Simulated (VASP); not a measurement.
Set up this calculation in VASP 6.6.1, as the native input.

```yaml
Task: single point
Functional: PBE
Potentials_or_basis: VASP PAW PBE potentials, release 64 (Mo_sv, S)
Cutoff: 520 eV
k_mesh: 10 × 10 × 1
Occupations: gaussian, width 0.1 eV
Spin: no spin polarisation
Dipole_correction: yes
Further_INCAR_settings: ALGO = Normal; EDIFF = 1e-07; NBANDS = 32
```

The structure of Mo3S lies in POSCAR:

```
Mo3S
1.0
    2.7370454664      0.0000000000      0.0000000000
   -0.9123484888      2.5805112129      0.0000000000
    0.0000000000      0.0000000000     19.8082440452
Mo S
3 1
Direct
    0.5000000000      0.5000000000      0.2019361227
    0.0000000000      0.0000000000      0.3106875856
    0.5000000000      0.5000000000      0.4194336472
    0.6666666667      0.6666666667      0.5363747675
```

One way to write it, as run:

INCAR

```
SYSTEM = Mo3S
PREC = Accurate
ENCUT = 520
EDIFF = 1E-7
ISMEAR = 0
SIGMA = 0.1
LREAL = .False.
LASPH = .True.
NELM = 60
ALGO = Normal
ISIF = 2
LWAVE = .False.
LCHARG = .False.
LDIPOL = .True.
IDIPOL = 3
DIPOL = 0.5 0.5 0.367
GGA = PE
NBANDS = 32
```

KPOINTS

```
regular mesh
0
Gamma
  10 10 1
  0 0 0
```

Potentials or basis: VASP PAW PBE potentials, release 64 (Mo_sv, S).

Launch:

```console
$ cat potpaw_PBE.64/Mo_sv/POTCAR potpaw_PBE.64/S/POTCAR > POTCAR
$ mpirun -np 1 vasp_std > vasp.out
```

Results of the run:

```yaml
Largest_force: 0.742 eV/Å
Band_gap_on_the_k_mesh: zero (band 24 reaches 3.28 eV, above the bottom of band 25 at 1.92 eV)
```

It took 4.3 min on 1 thread of AMD EPYC 7R43 64-Core Processor (Zen 3), on a shared host, peak memory 0.25 GiB.
